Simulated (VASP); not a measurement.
# Ba (P2_1/c) in VASP: single point with PBE

Aim: the single point of Ba with PBE.

Everything below comes from runs of VASP 6.6.1. Logs are shortened: lines on timing, memory, paths and dates and some standing lists are left out, and cuts for length are marked.

### 1 The cell of the first run

Symmetry: P2_1/c, No. 14, monoclinic system. Conventional cell: a = 7.498 Å, b = 8.150 Å, c = 8.142 Å, α = 90.00°, β = 114.40°, γ = 90.00°. Ba (site symmetry -1) has 6 Ba at 4.09 to 4.49 Å within 5.4 Å. Ba (site symmetry 1) has 9 Ba at 4.09 to 5.39 Å within 5.4 Å.

### 2 Single point, PBE

The input, INCAR:

```
SYSTEM = Ba
PREC     = Accurate       ! precision mode
ENCUT    = 520            ! plane-wave cutoff, eV
EDIFF    = 1E-6           ! SCF threshold, eV
ISMEAR   = 0              ! smearing method
SIGMA    = 0.1            ! smearing width, eV
LREAL    = .False.        ! projectors in reciprocal space
LASPH    = .True.         ! aspherical terms in the spheres
NELM     = 60             ! most SCF steps
ALGO     = Fast           ! electronic algorithm
ISIF     = 2              ! what is computed and relaxed
LWAVE    = .False.        ! write WAVECAR
LCHARG   = .False.        ! write CHGCAR
GGA      = PE             ! functional
NBANDS   = 39             ! bands
```

The input, KPOINTS:

```
Automatic mesh
0
Gamma
  4 2 4
  0 0 0
```

The input, POSCAR:

```
Ba
1.0
    7.4983895073      0.0000000000      0.0000000000
    0.0000000000      8.1501652893      0.0000000000
   -3.3634360927      0.0000000000      7.4146559082
Ba
6
Direct
    0.0000000000      0.0000000000      0.0000000000
    0.0000000000      0.5000000000      0.5000000000
    0.4250000000      0.3600000000      0.2650000000
    0.5750000000      0.8600000000      0.2350000000
    0.5750000000      0.6400000000      0.7350000000
    0.4250000000      0.1400000000      0.7650000000
```

Potentials or basis: VASP PAW PBE potentials, release 64 (Ba_sv).

On the command line:

```bash
$ cat potpaw_PBE.64/Ba_sv/POTCAR > POTCAR
$ mpirun -np 1 vasp_std > vasp.out
```

OUTCAR:

```text
SYSTEM = Ba
   PREC = Accurate
   ENCUT = 520
   EDIFF = 1E-6
   ISMEAR = 0
   LREAL = .False.
   LASPH = .True.
   NELM = 60
   ISIF = 2
   GGA = PE

 ion  position               nearest neighbor table
   1  0.000  0.000  0.000-   4 4.09   6 4.09   5 4.21   3 4.21   6 4.49   4 4.49
   2  0.000  0.500  0.500-   5 4.09   3 4.09   6 4.21   4 4.21   3 4.49   5 4.49
   3  0.425  0.360  0.265-   2 4.09   5 4.19   1 4.21   4 4.26   4 4.26   6 4.45   6 4.45   2 4.49

   4  0.575  0.860  0.235-   1 4.09   6 4.19   2 4.21   3 4.26   3 4.26   5 4.45   5 4.45   1 4.49

   5  0.575  0.640  0.735-   2 4.09   3 4.19   1 4.21   6 4.26   6 4.26   4 4.45   4 4.45   2 4.49

   6  0.425  0.140  0.765-   1 4.09   4 4.19   2 4.21   5 4.26   5 4.26   3 4.45   3 4.45   1 4.49

  LATTYP: Found a simple monoclinic cell.
 ALAT       =     7.4983895073
 B/A-ratio  =     1.0869221026
 C/A-ratio  =     1.0858140041
 COS(beta)  =    -0.4131043283

  Lattice vectors:

 A1 = (   7.4983895073,   0.0000000000,   0.0000000000)
 A2 = (   0.0000000000,   8.1501652893,   0.0000000000)
 A3 = (  -3.3634360927,   0.0000000000,   7.4146559082)

Analysis of symmetry for initial positions (statically):
=====================================================================
 Subroutine PRICEL returns:
 Original cell was already a primitive cell.

 Routine SETGRP: Setting up the symmetry group for a
 simple monoclinic supercell.

 Subroutine GETGRP returns: Found  4 space group operations
 (whereof  2 operations were pure point group operations)
 out of a pool of  4 trial point group operations.

The static configuration has the point symmetry S_2 .
 The point group associated with its full space group is C_2h.

Analysis of symmetry for dynamics (positions and initial velocities):
=====================================================================
 Subroutine PRICEL returns:
 Original cell was already a primitive cell.

 Routine SETGRP: Setting up the symmetry group for a
 simple monoclinic supercell.

 Subroutine GETGRP returns: Found  4 space group operations
 (whereof  2 operations were pure point group operations)
 out of a pool of  4 trial point group operations.

The dynamic configuration has the point symmetry S_2 .
 The point group associated with its full space group is C_2h.

 Subroutine INISYM returns: Found  4 space group operations
 (whereof  2 operations are pure point group operations),
 and found     1 'primitive' translations

----------------------------------------------------------------------------------------

                                     Primitive cell

  volume of cell :     453.1327

  direct lattice vectors                    reciprocal lattice vectors
     7.498389507  0.000000000  0.000000000     0.133361970  0.000000000  0.060495655
     0.000000000  8.150165289  0.000000000     0.000000000  0.122696898  0.000000000
    -3.363436093  0.000000000  7.414655908     0.000000000  0.000000000  0.134868025

  length of vectors
     7.498389507  8.150165289  8.141856335     0.146441590  0.122696898  0.134868025

  position of ions in fractional coordinates (direct lattice)
     0.000000000  0.000000000  0.000000000
     0.000000000  0.500000000  0.500000000
     0.425000000  0.360000000  0.265000000
     0.575000000  0.860000000  0.235000000
     0.575000000  0.640000000  0.735000000
     0.425000000  0.140000000  0.765000000

  ion indices of the primitive-cell ions
   primitive index   ion index
                 1           1
                 2           2
                 3           3
                 4           4
                 5           5
                 6           6

----------------------------------------------------------------------------------------

 KPOINTS: Automatic mesh

Automatic generation of k-mesh.
 Grid dimensions read from file:
 generate k-points for:    4    2    4

 Generating k-lattice:

  Cartesian coordinates                     Fractional coordinates (reciprocal lattice)
     0.033340493  0.000000000  0.015123914     0.250000000  0.000000000  0.000000000
     0.000000000  0.061348449  0.000000000     0.000000000  0.500000000  0.000000000
     0.000000000  0.000000000  0.033717006     0.000000000  0.000000000  0.250000000

  Length of vectors
     0.036610398  0.061348449  0.033717006

  Shift w.r.t. Gamma in fractional coordinates (k-lattice)
     0.000000000  0.000000000  0.000000000

 Subroutine IBZKPT returns following result:
 ===========================================

 Found     20 irreducible k-points:

 Following reciprocal coordinates:
            Coordinates               Weight
  0.000000  0.000000  0.000000      1.000000
  0.250000  0.000000  0.000000      2.000000
  0.500000  0.000000  0.000000      1.000000
  0.000000  0.500000  0.000000      1.000000
  0.250000  0.500000  0.000000      2.000000
  0.500000  0.500000  0.000000      1.000000
[... 12 lines left out ...]
  0.250000  0.500000  0.500000      2.000000
  0.500000  0.500000  0.500000      1.000000
   k-points           NKPTS =     20   k-points in BZ     NKDIM =     20   number of bands    NBANDS=     39
   number of dos      NEDOS =    301   number of ions     NIONS =      6
   total plane-waves  NPLWV = 229376
   dimension x,y,z NGX =    56 NGY =   64 NGZ =   64
   dimension x,y,z NGXF=   112 NGYF=  128 NGZF=  128
   ions per type =               6
   NGX,Y,Z   is equivalent  to a cutoff of  12.42, 13.05, 13.07 a.u.
   NGXF,Y,Z  is equivalent  to a cutoff of  24.83, 26.11, 26.14 a.u.
 SYSTEM =  Ba
   PREC   = accura    normal or accurate (medium, high low for compatibility)
   ISTART =      0    job   : 0-new  1-cont  2-samecut
   ICHARG =      2    charge: 1-file 2-atom 10-const
   ISPIN  =      1    spin polarized calculation?
   LNONCOLLINEAR =      F non collinear calculations
   LSORBIT =      F    spin-orbit coupling
   LASPH  =      T    aspherical Exc in radial PAW
   ENCUT  =  520.0 eV  38.22 Ry    6.18 a.u.  13.94 15.15 15.14*2*pi/ulx,y,z
   NELM   =     60;   NELMIN=  2; NELMDL= -5     # of ELM steps
   EDIFF  = 0.1E-05   stopping-criterion for ELM
   LREAL  =      F    real-space projection
[... 7 lines left out ...]
   TEBEG  =    0.0;   TEEND  =   0.0 temperature during run
   PSTRESS=    0.0 pullay stress
   NELECT =      60.0000    total number of electrons
   NUPDOWN=      -1.0000    fix difference up-down
   EMIN   =  10.00;   EMAX   =-10.00  energy-range for DOS
   EFERMI =   0.00;   METHOD = LEGACY
   ISMEAR =     0;   SIGMA  =   0.10  broadening in eV -4-tet -1-fermi 0-gaus
   EFERMI_NEDOS =   21; number of points for ismear=-14 and -15
   IALGO  =     68    algorithm
   IMIX   =      4    mixing-type and parameters
     AMIX     =   0.40;   BMIX     =  1.00
     AMIX_MAG =   1.60;   BMIX_MAG =  1.00
  volume/ion in A,a.u.               =      75.52       509.65
  Fermi-wavevector in a.u.,A,eV,Ry     =   0.834418  1.576821  9.473093  0.696253
  Thomas-Fermi vector in A             =   1.947806
   LORBIT       =      0    0 simple, 1 ext, 2 COOP (PROOUT), +10 PAW based schemes
   GGA     = PE    functional components
   LHFCALC =     F    Hartree Fock is set to
   AEXX    =    0.0000 exact exchange contribution
   IVDW    =     0    specifies the selected vdW correction
   LEPSILON=     F    determine dielectric tensor
   LRPA    =     F    only Hartree local field effects (RPA)
 non-spin polarized calculation
 RMM-DIIS sequential band-by-band and
 Gauss-broadening in eV      SIGMA  =   0.10
  energy-cutoff  :      520.00
  volume of cell :      453.13
 maximum number of plane-waves:     12248
   NGX = 27   NGY = 31   NGZ = 31

 number of electron      59.9999996 magnetization

 Free energy of the ion-electron system (eV)
  ---------------------------------------------------
  ext. energy  EPLUGINS =         0.00000000
  ---------------------------------------------------
  free energy    TOTEN  =        -9.51704808 eV

  energy without entropy =       -9.45091712  energy(sigma->0) =       -9.48398260

 E-fermi :   0.9753     XC(G=0):  -6.7704

 val. band max:        0.9729791386   @ k =   0.0000   0.5000   0.0000
 cond. band min:       0.9775960168   @ k =   0.5000   0.5000   0.5000
 fundamental gap:      0.0046168783
 Fermi energy:         0.9752916335

 k-point     1 :       0.0000    0.0000    0.0000
  band No.  band energies     occupation
      1     -28.2760      2.00000
      2     -28.2721      2.00000
      3     -28.0606      2.00000
      4     -28.0355      2.00000
      5     -28.0264      2.00000
      6     -28.0253      2.00000
[... 31 lines left out ...]
     38       2.0317      0.00000
     39       2.0427      0.00000

 k-point     2 :       0.2500    0.0000    0.0000
  band No.  band energies     occupation
      1     -28.2742      2.00000
      2     -28.2727      2.00000
      3     -28.0625      2.00000
      4     -28.0347      2.00000
      5     -28.0265      2.00000
      6     -28.0253      2.00000
[... 31 lines left out ...]
     38       2.1241      0.00000
     39       2.1975      0.00000

 k-point     3 :       0.5000    0.0000    0.0000
  band No.  band energies     occupation
      1     -28.2733      2.00000
      2     -28.2725      2.00000
      3     -28.0644      2.00000
      4     -28.0339      2.00000
      5     -28.0267      2.00000
      6     -28.0253      2.00000
[... 31 lines left out ...]
     38       2.0675      0.00000
     39       2.1273      0.00000

 k-point     4 :       0.0000    0.5000    0.0000
  band No.  band energies     occupation
      1     -28.2739      2.00000
      2     -28.2739      2.00000
      3     -28.0464      2.00000
      4     -28.0464      2.00000
      5     -28.0277      2.00000
      6     -28.0277      2.00000
[... 31 lines left out ...]
     38       2.0938      0.00000
     39       2.2785      0.00000
[... 586 lines left out ...]
     38       1.9950      0.00000
     39       2.1964      0.00000

 k-point    19 :       0.2500    0.5000    0.5000
  band No.  band energies     occupation
      1     -28.2734      2.00000
      2     -28.2734      2.00000
      3     -28.0442      2.00000
      4     -28.0442      2.00000
      5     -28.0305      2.00000
      6     -28.0305      2.00000
[... 31 lines left out ...]
     38       1.9293      0.00000
     39       2.2170      0.00000

 k-point    20 :       0.5000    0.5000    0.5000
  band No.  band energies     occupation
      1     -28.2729      2.00000
      2     -28.2729      2.00000
      3     -28.0452      2.00000
      4     -28.0452      2.00000
      5     -28.0301      2.00000
      6     -28.0301      2.00000
[... 31 lines left out ...]
     38       2.1593      0.00000
     39       2.2861      0.00000

------------------------ aborting loop because EDIFF is reached ----------------------------------------

  FORCE on cell =-STRESS in cart. coord.  units (eV):
  Direction    XX          YY          ZZ          XY          YZ          ZX
  --------------------------------------------------------------------------------------
  -------------------------------------------------------------------------------------
  Total        1.3418699     -0.0916658     -3.1657596      0.0000000      0.0000000      1.7205581
  in kB        4.7445560     -0.3241100    -11.1934278      0.0000000      0.0000000      6.0835141
  external PRESSURE =      -2.2576606 kB  Pullay stress =       0.0000000 kB

 VOLUME and BASIS-vectors are now :
 -----------------------------------------------------------------------------
  energy-cutoff  :      520.00
  volume of cell :      453.13
      direct lattice vectors                 reciprocal lattice vectors
     7.498389507  0.000000000  0.000000000     0.133361970  0.000000000  0.060495655
     0.000000000  8.150165289  0.000000000     0.000000000  0.122696898  0.000000000
    -3.363436093  0.000000000  7.414655908     0.000000000  0.000000000  0.134868025

 POSITION                                       TOTAL-FORCE (eV/Angst)
 -----------------------------------------------------------------------------------
      0.00000      0.00000      0.00000         0.000000      0.000000      0.000000
     -1.68172      4.07508      3.70733         0.000000      0.000000      0.000000
      2.29550      2.93406      1.96488        -0.150611      0.071749     -0.311904
      3.52117      7.00914      1.74244         0.150611      0.071749      0.311904
      1.83945      5.21611      5.44977         0.150611     -0.071749      0.311904
      0.61379      1.14102      5.67221        -0.150611     -0.071749     -0.311904
 -----------------------------------------------------------------------------------
    total drift:                                0.000000     -0.000000      0.000000

  FREE ENERGIE OF THE ION-ELECTRON SYSTEM (eV)
  ---------------------------------------------------
  free  energy   TOTEN  =        -9.5170480760 eV

  energy  without entropy=       -9.4509171172  energy(sigma->0) =       -9.48398260
```

It took 11 min on 1 thread of Intel Xeon Platinum 8488C (Sapphire Rapids), shared host; peak memory 0.63 GiB.

What came out:

```
Free energy            : -9.5170 eV
Pressure               : -0.2 GPa
Largest force          : 0.354 eV/Å
Band gap on the k mesh : zero (bands 30 and 31 overlap by 0.21 eV)
```

Forces on the atoms (eV/Å):
```
Ba   0.000  0.000  0.000
Ba   0.000  0.000  0.000
Ba  -0.151  0.072 -0.312
Ba   0.151  0.072  0.312
Ba   0.151 -0.072  0.312
Ba  -0.151 -0.072 -0.312
```

Stress tensor (GPa, compression positive):
```
 0.47  0.00  0.61
 0.00 -0.03  0.00
 0.61  0.00 -1.12
```

Levels at points of the mesh, in eV from the Fermi level:
| k point | band 26 | band 27 | band 28 | band 29 | band 30 | band 31 | band 32 | band 33 | band 34 | band 35 |
| --- | --- | --- | --- | --- | --- | --- | --- | --- | --- | --- |
| (0.00, 0.00, 0.00) | -0.38 | -0.34 | -0.33 | 0.06 | 0.08 | 0.21 | 0.25 | 0.32 | 0.44 | 0.71 |
| (0.50, 0.00, 0.00) | -1.13 | -0.94 | -0.26 | -0.15 | -0.08 | 0.14 | 0.24 | 0.35 | 0.54 | 0.58 |
| (0.00, 0.50, 0.00) | -1.71 | -0.13 | -0.13 | 0.00 | 0.00 | 0.15 | 0.15 | 0.36 | 0.36 | 0.87 |
| (0.50, 0.50, 0.00) | -1.14 | -0.58 | -0.58 | -0.27 | -0.27 | 0.20 | 0.20 | 0.37 | 0.37 | 0.56 |
| (0.00, 0.00, 0.50) | -1.61 | -0.46 | -0.46 | 0.00 | 0.00 | 0.25 | 0.25 | 0.60 | 0.60 | 0.70 |
| (0.50, 0.00, 0.50) | -1.37 | -0.47 | -0.47 | -0.32 | -0.32 | -0.12 | -0.12 | 0.58 | 0.58 | 0.75 |
| (0.00, 0.50, 0.50) | -1.29 | -0.65 | -0.65 | -0.36 | -0.36 | 0.33 | 0.33 | 0.57 | 0.57 | 0.85 |
| (0.50, 0.50, 0.50) | -0.90 | -0.74 | -0.74 | -0.44 | -0.44 | 0.00 | 0.00 | 0.39 | 0.39 | 0.58 |

Caveat: the k points lie up to 0.39 Å⁻¹ apart; spin-orbit coupling is left out, which moves the levels of the heavy elements.
